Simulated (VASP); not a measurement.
# WS2 in VASP: further runs, part 2 of 2

VASP 6.6.1. Earlier steps stand in the parts before.

### Step 4. Single point, PBEsol

This run uses another cell than the first one, of 18.36 Å³/atom.

INCAR reads:

```
ALGO = Normal
EDIFF = 1E-6
ENCUT = 500
GGA = PS
GGA_COMPAT = False
ISIF = 2
ISMEAR = 0
LASPH = True
LCHARG = True
LELF = True
LREAL = False
LVHAR = True
LWAVE = False
NBANDS = 35
NELM = 120
PREC = Accurate
SIGMA = 0.02
```

KPOINTS reads:

```
k-points
0
Gamma
  12 12 2
```

POSCAR reads:

```
WS2
1.0
    3.2090054409     -0.0005795163      0.0000000000
   -1.6049922954      2.7129103314      0.0000000000
    0.0000000000      0.0000000000     12.6571596243
W S
2 4
Direct
    0.3335325847      0.6671033217      0.2500000000
    0.6664674153      0.3328966783      0.7500000000
    0.3316522116      0.6631925186      0.6268583329
    0.6683477884      0.3368074814      0.1268583329
    0.3316522116      0.6631925186      0.8731416671
    0.6683477884      0.3368074814      0.3731416671
```

Potentials or basis: VASP PAW PBE potentials, release 64 (W_sv, S).

The run is started by

```console
cat potpaw_PBE.64/W_sv/POTCAR potpaw_PBE.64/S/POTCAR > POTCAR
mpirun -np 1 vasp_std > vasp.out
```

OUTCAR:

```text
EDIFF = 1E-6
   ENCUT = 500
   GGA = PS
   ISIF = 2
   ISMEAR = 0
   LASPH = True
   LREAL = False
   NELM = 120
   PREC = Accurate

 ion  position               nearest neighbor table
   1  0.334  0.667  0.250-   4 2.39   6 2.39   4 2.41   6 2.41   4 2.41   6 2.41
   2  0.666  0.333  0.750-   3 2.39   5 2.39   3 2.41   5 2.41   3 2.41   5 2.41
   3  0.332  0.663  0.627-   2 2.39   2 2.41   2 2.41
   4  0.668  0.337  0.127-   1 2.39   1 2.41   1 2.41
   5  0.332  0.663  0.873-   2 2.39   2 2.41   2 2.41
   6  0.668  0.337  0.373-   1 2.39   1 2.41   1 2.41

  Warning from LATTYP: Monoclinic adjustment (A1->A3, A2->A1, A3->A2)!
  Warning from LATTYP: Got some problem with cell dimensions!
  Tried to take original basis but could not verify dimensions!
  LATTYP: Found a simple monoclinic cell.
 ALAT       =     3.1511262465
 B/A-ratio  =     4.0167097838
 C/A-ratio  =     1.0003164841
 COS(beta)  =    -0.4816276219

  Lattice vectors:

 A1 = (   1.6040131455,   2.7123308151,   0.0000000000)
 A2 = (   0.0000000000,   0.0000000000,  12.6571596243)
 A3 = (   1.6049922954,  -2.7129103314,   0.0000000000)

Analysis of symmetry for initial positions (statically):
=====================================================================
 Subroutine PRICEL returns:
 Original cell was already a primitive cell.

 Routine SETGRP: Setting up the symmetry group for a
 simple monoclinic supercell.

 Subroutine GETGRP returns: Found  4 space group operations
 (whereof  2 operations were pure point group operations)
 out of a pool of  4 trial point group operations.

The static configuration has the point symmetry S_2 .
 The point group associated with its full space group is C_2h.

Analysis of symmetry for dynamics (positions and initial velocities):
=====================================================================
 Subroutine PRICEL returns:
 Original cell was already a primitive cell.

 Routine SETGRP: Setting up the symmetry group for a
 simple monoclinic supercell.

 Subroutine GETGRP returns: Found  4 space group operations
 (whereof  2 operations were pure point group operations)
 out of a pool of  4 trial point group operations.

The dynamic configuration has the point symmetry S_2 .
 The point group associated with its full space group is C_2h.

 Subroutine INISYM returns: Found  4 space group operations
 (whereof  2 operations are pure point group operations),
 and found     1 'primitive' translations

----------------------------------------------------------------------------------------

                                     Primitive cell

  volume of cell :     110.1782

  direct lattice vectors                    reciprocal lattice vectors
     3.209005441 -0.000579516  0.000000000     0.311656328  0.184379852  0.000000000
    -1.604992295  2.712910331  0.000000000     0.000066574  0.368647220  0.000000000
     0.000000000  0.000000000 12.657159624     0.000000000  0.000000000  0.079006667

  length of vectors
     3.209005493  3.152123528 12.657159624     0.362112685  0.368647226  0.079006667

  position of ions in fractional coordinates (direct lattice)
     0.333532585  0.667103322  0.250000000
     0.666467415  0.332896678  0.750000000
[... 41 lines left out ...]
            Coordinates               Weight
  0.000000  0.000000  0.000000      1.000000
  0.083333 -0.000000  0.000000      2.000000
  0.166667 -0.000000  0.000000      2.000000
  0.250000 -0.000000  0.000000      2.000000
  0.333333 -0.000000  0.000000      2.000000
  0.416667 -0.000000  0.000000      2.000000
[... 16 lines left out ...]
  0.250000  0.166667  0.000000      2.000000
  0.333333  0.166667  0.000000      2.000000
 [... further k-points ...]
   k-points           NKPTS =    148   k-points in BZ     NKDIM =    148   number of bands    NBANDS=     35
   number of dos      NEDOS =    301   number of ions     NIONS =      6
   total plane-waves  NPLWV =  55296
   dimension x,y,z NGX =    24 NGY =   24 NGZ =   96
   dimension x,y,z NGXF=    48 NGYF=   48 NGZF=  192
   ions per type =               2   4
   NGX,Y,Z   is equivalent  to a cutoff of  12.43, 12.66, 12.61 a.u.
   NGXF,Y,Z  is equivalent  to a cutoff of  24.87, 25.32, 25.22 a.u.
 SYSTEM =  unknown system
   PREC   = accura    normal or accurate (medium, high low for compatibility)
   ISTART =      0    job   : 0-new  1-cont  2-samecut
   ICHARG =      2    charge: 1-file 2-atom 10-const
   ISPIN  =      1    spin polarized calculation?
   LNONCOLLINEAR =      F non collinear calculations
   LSORBIT =      F    spin-orbit coupling
   LASPH  =      T    aspherical Exc in radial PAW
   ENCUT  =  500.0 eV  36.75 Ry    6.06 a.u.   5.85  5.75 23.08*2*pi/ulx,y,z
   NELM   =    120;   NELMIN=  2; NELMDL= -5     # of ELM steps
   EDIFF  = 0.1E-05   stopping-criterion for ELM
   LREAL  =      F    real-space projection
   EDIFFG = 0.1E-04   stopping-criterion for IOM
   NSW    =      0    number of steps for IOM
   IBRION =     -1    ionic relax: 0-MD 1-quasi-New 2-CG
   NFREE  =      0    steps in history (QN), initial steepest desc. (CG)
   ISIF   =      2    stress and relaxation
   ISYM   =      2    0-nonsym 1-usesym 2-fastsym
   POTIM  = 0.5000    time-step for ionic-motion
   TEBEG  =    0.0;   TEEND  =   0.0 temperature during run
   PSTRESS=    0.0 pullay stress
   NELECT =      52.0000    total number of electrons
   NUPDOWN=      -1.0000    fix difference up-down
   EMIN   =  10.00;   EMAX   =-10.00  energy-range for DOS
   EFERMI =   0.00;   METHOD = LEGACY
   ISMEAR =     0;   SIGMA  =   0.02  broadening in eV -4-tet -1-fermi 0-gaus
   EFERMI_NEDOS =   21; number of points for ismear=-14 and -15
   IALGO  =     38    algorithm
   IMIX   =      4    mixing-type and parameters
     AMIX     =   0.40;   BMIX     =  1.00
     AMIX_MAG =   1.60;   BMIX_MAG =  1.00
  volume/ion in A,a.u.               =      18.36       123.92
  Fermi-wavevector in a.u.,A,eV,Ry     =   1.274610  2.408664 22.104446  1.624631
  Thomas-Fermi vector in A             =   2.407369
   LORBIT       =      0    0 simple, 1 ext, 2 COOP (PROOUT), +10 PAW based schemes
   GGA     = PS    functional components
   LHFCALC =     F    Hartree Fock is set to
   AEXX    =    0.0000 exact exchange contribution
   IVDW    =     0    specifies the selected vdW correction
   LEPSILON=     F    determine dielectric tensor
   LRPA    =     F    only Hartree local field effects (RPA)
 non-spin polarized calculation
 Gauss-broadening in eV      SIGMA  =   0.02
  energy-cutoff  :      500.00
  volume of cell :      110.18
 maximum number of plane-waves:      2823
   NGX = 11   NGY = 11   NGZ = 47

 number of electron      51.9999998 magnetization

 Free energy of the ion-electron system (eV)
  ---------------------------------------------------
  ext. energy  EPLUGINS =         0.00000000
  ---------------------------------------------------
  free energy    TOTEN  =       -50.52475926 eV

  energy without entropy =      -50.52475926  energy(sigma->0) =      -50.52475926

 E-fermi :   7.0660     XC(G=0): -10.8789

 val. band max:        6.8928929703   @ k =   0.0000   0.0000   0.0000
 cond. band min:       7.9785999966   @ k =   0.1667   0.1667   0.0000
 fundamental gap:      1.0857070262
 Fermi energy:         7.0660158054

 k-point     1 :       0.0000    0.0000    0.0000
  band No.  band energies     occupation
      1     -67.6280      2.00000
      2     -67.6280      2.00000
      3     -31.8873      2.00000
      4     -31.8873      2.00000
      5     -31.7411      2.00000
      6     -31.7411      2.00000
[... 901 lines left out ...]
     34      11.6479      0.00000
     35      12.2276      0.00000

 [... further k-points ...]

------------------------ aborting loop because EDIFF is reached ----------------------------------------

  FORCE on cell =-STRESS in cart. coord.  units (eV):
  Direction    XX          YY          ZZ          XY          YZ          ZX
  --------------------------------------------------------------------------------------
  -------------------------------------------------------------------------------------
  Total       -2.8769266      0.0886767      0.0869285      0.0234728      0.0000000      0.0000000
  in kB      -41.8353704      1.2895088      1.2640877      0.3413335      0.0000000      0.0000000
  external PRESSURE =     -13.0939246 kB  Pullay stress =       0.0000000 kB

 VOLUME and BASIS-vectors are now :
 -----------------------------------------------------------------------------
  energy-cutoff  :      500.00
  volume of cell :      110.18
      direct lattice vectors                 reciprocal lattice vectors
     3.209005441 -0.000579516  0.000000000     0.311656328  0.184379852  0.000000000
    -1.604992295  2.712910331  0.000000000     0.000066574  0.368647220  0.000000000
     0.000000000  0.000000000 12.657159624     0.000000000  0.000000000  0.079006667

 POSITION                                       TOTAL-FORCE (eV/Angst)
 -----------------------------------------------------------------------------------
     -0.00039      1.80960      3.16429        -0.000160     -0.001284      0.000000
      1.60440      0.90273      9.49287         0.000160      0.001284      0.000000
     -0.00015      1.79899      7.93425        -0.000092     -0.000639     -0.019098
      1.60416      0.91334      1.60567         0.000092      0.000639     -0.019098
     -0.00015      1.79899     11.05149        -0.000092     -0.000639      0.019098
      1.60416      0.91334      4.72291         0.000092      0.000639      0.019098
 -----------------------------------------------------------------------------------
    total drift:                                0.000000      0.000000     -0.000000

  FREE ENERGIE OF THE ION-ELECTRON SYSTEM (eV)
  ---------------------------------------------------
  free  energy   TOTEN  =       -50.5247592612 eV

  energy  without entropy=      -50.5247592612  energy(sigma->0) =      -50.52475926
```

OSZICAR:

```text
N       E                     dE             d eps       ncg     rms          rms(c)
DAV:   1     0.497937410184E+03    0.49794E+03   -0.27813E+04 11368   0.143E+03
DAV:   2    -0.214948167308E+02   -0.51943E+03   -0.50142E+03 12140   0.400E+02
DAV:   3    -0.523893608004E+02   -0.30895E+02   -0.30407E+02 12796   0.938E+01
DAV:   4    -0.531309246906E+02   -0.74156E+00   -0.73807E+00 12682   0.152E+01
DAV:   5    -0.531467762358E+02   -0.15852E-01   -0.15836E-01 12498   0.233E+00    0.389E+01
DAV:   6    -0.508987849020E+02    0.22480E+01   -0.75819E+00 11955   0.185E+01    0.162E+01
DAV:   7    -0.506614328515E+02    0.23735E+00   -0.23789E+00 11363   0.787E+00    0.646E+00
DAV:   8    -0.505266906004E+02    0.13474E+00   -0.37081E-01 11899   0.413E+00    0.198E+00
DAV:   9    -0.505272896731E+02   -0.59907E-03   -0.46306E-02 12938   0.109E+00    0.107E+00
DAV:  10    -0.505252375304E+02    0.20521E-02   -0.23226E-02 12195   0.980E-01    0.416E-01
DAV:  11    -0.505247599771E+02    0.47755E-03   -0.40890E-03 11199   0.389E-01    0.180E-01
DAV:  12    -0.505247395388E+02    0.20438E-04   -0.16947E-04 11540   0.785E-02    0.600E-02
DAV:  13    -0.505247564503E+02   -0.16912E-04   -0.21536E-05 12123   0.268E-02    0.449E-02
DAV:  14    -0.505247598458E+02   -0.33955E-05   -0.16655E-05 10591   0.231E-02    0.255E-02
DAV:  15    -0.505247592612E+02    0.58464E-06   -0.30778E-06  9569   0.122E-02
   1 F= -.50524759E+02 E0= -.50524759E+02  d E =-.112694E-36
```

Wall time 5.8 min (1 thread of AMD EPYC 9R45 (Zen 5), shared host); peak memory 0.49 GiB.

Results:

- Free energy: -50.5248 eV
- Pressure: -1.3 GPa
- Largest force: 0.019 eV/Å
- Band gap on the k mesh: 1.09 eV (least direct gap 1.76 eV)

Forces on the atoms (eV/Å):
```
W    0.000 -0.001  0.000
W    0.000  0.001  0.000
S    0.000 -0.001 -0.019
S    0.000  0.001 -0.019
S    0.000 -0.001  0.019
S    0.000  0.001  0.019
```

Levels at points of the mesh, in eV from the valence-band top:
```
           k point  band 23  band 24  band 25  band 26  band 27  band 28  band 29  band 30
(0.00, 0.00, 0.00)    -2.13    -1.62    -1.08     0.00     2.26     2.27     2.34     2.40
(0.50, 0.00, 0.00)    -1.84    -1.71    -1.66    -1.52     2.23     2.26     2.67     2.87
(0.00, 0.50, 0.00)    -2.09    -1.94    -1.54    -1.41     2.33     2.36     2.62     2.90
(0.50, 0.50, 0.00)    -1.83    -1.71    -1.66    -1.52     2.23     2.26     2.67     2.87
(0.00, 0.00, 0.50)    -2.14    -2.14    -0.31    -0.31     2.26     2.26     2.40     2.40
(0.50, 0.00, 0.50)    -1.77    -1.77    -1.58    -1.58     2.25     2.25     2.79     2.79
(0.00, 0.50, 0.50)    -2.02    -2.02    -1.47    -1.47     2.34     2.34     2.78     2.78
(0.50, 0.50, 0.50)    -1.77    -1.77    -1.58    -1.58     2.25     2.25     2.79     2.79
```

Caveat: the PAW data sets were made with another functional, which shifts forces and pressure a little; spin-orbit coupling is left out, which moves the levels of the heavy elements. A k mesh can miss the band edges.

### Step 5. Single point, PBEsol (uniaxial strain along a: -2.0 %)

INCAR reads:

```
SYSTEM = WS2
PREC = Accurate
ENCUT = 500
EDIFF = 1E-6
ISMEAR = 0
SIGMA = 0.02
LREAL = .FALSE.
LASPH = .TRUE.
NELM = 120
ALGO = Normal
ISIF = 2
LWAVE = .FALSE.
LCHARG = .TRUE.
GGA = PS
LELF = .TRUE.
LVHAR = .TRUE.
NBANDS = 35
GGA_COMPAT = .FALSE.
```

KPOINTS reads:

```
regular mesh
0
G
  12 12 2
  0 0 0
```

POSCAR reads:

```
WS2
1.0
    3.0831621405      0.0000000000      0.0000000000
   -1.5415810703      2.7382114504      0.0000000000
    0.0000000000      0.0000000000     12.7681271599
W S
2 4
Direct
    0.3333333333      0.6666666667      0.2500000000
    0.6666666667      0.3333333333      0.7500000000
    0.3333333333      0.6666666667      0.6266014840
    0.6666666667      0.3333333333      0.1266014840
    0.3333333333      0.6666666667      0.8733985160
    0.6666666667      0.3333333333      0.3733985160
```

The run is started by

```console
cat potpaw_PBE.64/W_sv/POTCAR potpaw_PBE.64/S/POTCAR > POTCAR
mpirun -np 1 vasp_std > vasp.out
```

Run time: 6.4 min. Hardware: 1 thread of Intel Xeon 8259CL, shared host; peak memory 0.38 GiB.

It converged, with:

```
Free energy            : -50.5170 eV
Pressure               : 1.8 GPa
Largest force          : 0.181 eV/Å
Band gap on the k mesh : 1.16 eV (least direct gap 1.98 eV)
```

Forces on the atoms (eV/Å):
```
W    0.000  0.181  0.000
W    0.000 -0.181  0.000
S    0.000  0.091 -0.040
S    0.000 -0.091 -0.040
S    0.000  0.091  0.040
S    0.000 -0.091  0.040
```

Stress tensor (GPa, compression positive):
```
 5.33  0.00  0.00
 0.00 -0.25  0.00
 0.00  0.00  0.27
```

Levels at points of the mesh, in eV from the valence-band top:
```
           k point  band 24  band 25  band 26  band 27  band 28  band 29
(0.00, 0.00, 0.00)    -1.65    -1.14     0.00     2.49     2.50     2.59
(0.50, 0.00, 0.00)    -1.57    -1.45    -1.35     2.66     2.67     2.91
(0.00, 0.50, 0.00)    -1.46    -1.43    -1.31     2.66     2.69     2.90
(0.00, 0.00, 0.50)    -1.86    -0.34    -0.34     2.49     2.49     2.66
(0.50, 0.00, 0.50)    -1.64    -1.39    -1.39     2.67     2.67     3.09
(0.00, 0.50, 0.50)    -1.51    -1.37    -1.37     2.68     2.68     3.05
```

Caveat: the cell differs from its parent crystal (uniaxial strain along a: -2.0 %); the PAW data sets were made with another functional, which shifts forces and pressure a little; spin-orbit coupling is left out, which moves the levels of the heavy elements; this functional lacks dispersion, which binds the layers, so the pressure and a relaxed spacing across them are unreliable.

### Step 6. Single point, PBEsol (uniaxial strain along a: +2.0 %)

Changes to INCAR since step 5:

```diff
@@ -12,6 +12,4 @@
 LWAVE = .FALSE.
-LCHARG = .TRUE.
+LCHARG = .FALSE.
 GGA = PS
-LELF = .TRUE.
-LVHAR = .TRUE.
 NBANDS = 35
```

KPOINTS reads:

```
Automatic mesh
0
G
  12 12 2
  0 0 0
```

Changes to POSCAR since step 5:

```diff
@@ -2,5 +2,5 @@
 1.0
-    3.0831621405      0.0000000000      0.0000000000
-   -1.5415810703      2.7382114504      0.0000000000
-    0.0000000000      0.0000000000     12.7681271599
+    3.2090054932      0.0000000000      0.0000000000
+   -1.6045027466      2.7109655653      0.0000000000
+    0.0000000000      0.0000000000     12.6410811186
 W S
```

Potentials or basis: VASP PAW PBE potentials, release 64 (W_sv, S).

The run is started by

```console
cat potpaw_PBE.64/W_sv/POTCAR potpaw_PBE.64/S/POTCAR > POTCAR
mpirun -np 1 vasp_std > vasp.out
```

Run time: 5.9 min. Hardware: 1 thread of Intel Xeon 8259CL, shared host; peak memory 0.39 GiB.

Results (log left out):

```yaml
Free_energy: -50.5231 eV
Pressure: -1.3 GPa
Largest_force: 0.185 eV/Å
Band_gap_on_the_k_mesh: 1.09 eV (least direct gap 1.76 eV)
```

Forces on the atoms (eV/Å):
```
W    0.000 -0.185  0.000
W    0.000  0.185  0.000
S    0.000 -0.094 -0.003
S    0.000  0.094 -0.003
S    0.000 -0.094  0.003
S    0.000  0.094  0.003
```

Stress tensor (GPa, compression positive):
```
-4.39  0.00  0.00
 0.00  0.43  0.00
 0.00  0.00  0.01
```

Levels at points of the mesh, in eV from the valence-band top:
| k point | band 22 | band 23 | band 24 | band 25 | band 26 | band 27 | band 28 | band 29 | band 30 | band 31 |
| --- | --- | --- | --- | --- | --- | --- | --- | --- | --- | --- |
| (0.00, 0.00, 0.00) | -2.18 | -2.16 | -1.61 | -1.08 | 0.00 | 2.22 | 2.22 | 2.36 | 2.45 | 2.46 |
| (0.50, 0.00, 0.00) | -2.69 | -1.83 | -1.70 | -1.65 | -1.52 | 2.25 | 2.27 | 2.67 | 2.87 | 3.19 |
| (0.00, 0.50, 0.00) | -2.61 | -2.08 | -1.94 | -1.56 | -1.42 | 2.33 | 2.36 | 2.63 | 2.91 | 3.12 |
| (0.00, 0.00, 0.50) | -2.26 | -2.16 | -2.16 | -0.31 | -0.31 | 2.22 | 2.22 | 2.43 | 2.43 | 2.45 |
| (0.50, 0.00, 0.50) | -2.77 | -1.76 | -1.76 | -1.58 | -1.58 | 2.26 | 2.26 | 2.79 | 2.79 | 3.46 |
| (0.00, 0.50, 0.50) | -2.71 | -2.01 | -2.01 | -1.48 | -1.48 | 2.34 | 2.34 | 2.79 | 2.79 | 3.40 |

Caveat: the cell differs from its parent crystal (uniaxial strain along a: +2.0 %); the PAW data sets were made with another functional, which shifts forces and pressure a little; spin-orbit coupling is left out, which moves the levels of the heavy elements; this functional lacks dispersion, which binds the layers, so the pressure and a relaxed spacing across them are unreliable. A k mesh can miss the band edges.

### Step 7. The runs side by side

| cell | gap on the mesh (eV) | pressure (GPa) | largest force (eV/Å) |
| --- | --- | --- | --- |
| a = 3.272, b = 3.158, c = 12.620 Å, angles 90.0, 90.0, 121.2°, 6 atoms, atomic positions A | 1.06 | -2.5 | 0.02 |
| a = 3.020, b = 3.139, c = 12.832 Å, angles 90.0, 90.0, 118.8°, 6 atoms, atomic positions B | 1.20 | 3.2 | 0.18 |
| a = 3.209, b = 3.152, c = 12.657 Å, angles 90.0, 90.0, 120.6°, 6 atoms, atomic positions C | 1.09 | -1.3 | 0.02 |
| a = 3.083, b = 3.142, c = 12.768 Å, angles 90.0, 90.0, 119.4°, 6 atoms, atomic positions B | 1.16 | 1.8 | 0.18 |
| a = 3.209, b = 3.150, c = 12.641 Å, angles 90.0, 90.0, 120.6°, 6 atoms, atomic positions B | 1.09 | -1.3 | 0.19 |

Alike in all rows: task single point; level PBEsol; potentials or basis VASP PAW PBE potentials, release 64 (W_sv, S); no spin polarisation; k mesh 12 × 12 × 2; cutoff (eV) 500; smearing gaussian 0.02 eV.

Caveats: the PAW data sets were made with another functional, which shifts forces and pressure a little; spin-orbit coupling is left out, which moves the levels of the heavy elements; this functional lacks dispersion, which binds the layers, so the pressure and a relaxed spacing across them are unreliable (at least some runs); the cell stands under pressure (at least some runs).

Total energies depend on the potentials used, so only differences within one code and one set of settings carry meaning.
